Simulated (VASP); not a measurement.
Ir: relaxation of cell and atoms with r2SCAN

The system is Ir.

```
Ir
1.0
     0.00000    1.91560    1.91560
     1.91560    0.00000    1.91560
     1.91560    1.91560    0.00000
Ir
1
Direct
  0.00000 0.00000 0.00000
```

```yaml
Program: VASP 6.6.1
Task: relaxation of cell and atoms
Functional: r2SCAN
Potentials_or_basis: VASP PAW PBE potentials, release 64 (Ir)
Cutoff: 600 eV
k_mesh: 9 × 9 × 9
Occupations: fermi-dirac, width 0.1 eV
Spin: no spin polarisation
Dipole_correction: no
Further_INCAR_settings: ALGO = Normal; EDIFF = 1e-07; IBRION = 2; EDIFFG = -0.01; NSW = 80; ISIF = 3
```

* Relaxed volume: 14.28 Å³/atom
* Relaxed cell: a = 2.723 Å, b = 2.723 Å, c = 2.723 Å, α = 60.00°, β = 60.00°, γ = 60.00°
* Space group after relaxing (to 0.1 Å): Fm-3m (No. 225)
* Energy gained by relaxing: 4.3 meV/atom
* Ionic steps: 4
* Pressure after relaxing: 0.0 GPa
* Band gap on the k mesh: zero (an odd number of electrons rules out a gap without spin polarisation)

The path:
```tsv
step	energy change (eV)	largest force (eV/Å)	pressure (GPa)	volume (Å³)
1	0.0000	0.0000	6.25	14.06
2	0.0573	0.0000	-20.05	15.20
3	-0.0043	0.0000	-0.16	14.29
4	-0.0043	0.0000	0.00	14.28
```

Final structure:
```
CELL_PARAMETERS angstrom
0.00000 1.92576 1.92576
1.92576 0.00000 1.92576
1.92576 1.92576 0.00000
ATOMIC_POSITIONS crystal
Ir 0.00000 0.00000 0.00000
```

Levels at points of the mesh, in eV from the Fermi level:
| k point | band 2 | band 3 | band 4 | band 5 | band 6 | band 7 | band 8 |
| --- | --- | --- | --- | --- | --- | --- | --- |
| (0.00, 0.00, 0.00) | -3.82 | -3.82 | -3.82 | -1.14 | -1.14 | 15.27 | 21.06 |

Run time: 120 s on 1 thread of AMD EPYC 7R13, with other jobs on the host, peak memory 0.16 GiB.

Caveat: the PAW data sets were made with another functional, which shifts forces and pressure a little; spin-orbit coupling is left out, which moves the levels of the heavy elements. Zero-point motion and thermal expansion aren't in these numbers.
